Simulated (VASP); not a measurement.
Here is a VASP 6.6.1 calculation.

Contents of INCAR:

```
SYSTEM = ZnS
PREC     = Accurate       ! precision mode
ENCUT    = 520            ! plane-wave cutoff, eV
EDIFF    = 1E-6           ! SCF threshold, eV
ISMEAR   = 0              ! smearing method
SIGMA    = 0.1            ! smearing width, eV
LREAL    = .False.        ! projectors in reciprocal space
LASPH    = .True.         ! aspherical terms in the spheres
NELM     = 100            ! most SCF steps
ALGO     = Normal         ! electronic algorithm
ISIF     = 2              ! what is computed and relaxed
LWAVE    = .False.        ! write WAVECAR
LCHARG   = .False.        ! write CHGCAR
GGA      = PE             ! functional
NBANDS   = 36             ! bands
```

File KPOINTS:

```
Automatic mesh
0
Gamma
  6 6 2
  0 0 0
```

Contents of POSCAR:

```
ZnS
1.0
    3.2385058800      0.0000000000      0.0000000000
    0.0000000000      3.6555239500      0.0000000000
    0.0000000000      0.0000000000      8.4461425200
Zn S
3 3
Direct
    0.5000000000      0.5000000000      0.1780484600
    0.5000000000      0.5000000000      0.8219515400
    0.0000000000      0.0000000000      0.5000000000
    0.5000000000      0.0000000000      0.3219515400
    0.0000000000      0.5000000000      0.0000000000
    0.5000000000      0.0000000000      0.6780484600
```

Potentials or basis: VASP PAW PBE potentials, release 64 (Zn, S).

The run is started by

```console
$ cat potpaw_PBE.64/Zn/POTCAR potpaw_PBE.64/S/POTCAR > POTCAR
$ mpirun -np 1 vasp_std > vasp.out
```

Task: Predict the band gap on the k mesh.

Result: Zero (bands 27 and 28 overlap by 0.14 eV).

Task: What does it give for the pressure?

Result: 26.5 GPa.

Task: Estimate the largest force.

Result: 1.016 eV/Å.

Forces in eV/Å, atoms in the order of the input:
```
Zn   0.000  0.000 -0.123
Zn   0.000  0.000  0.123
Zn   0.000  0.000  0.000
S    0.000  0.000 -1.016
S    0.000  0.000  0.000
S    0.000  0.000  1.016
```

Caveat: the k points lie up to 0.37 Å⁻¹ apart; semilocal functionals underestimate gaps, and a narrow one can read as zero; forces of over 1 eV/Å act on the atoms, so gaps and moduli don't describe the material at rest.
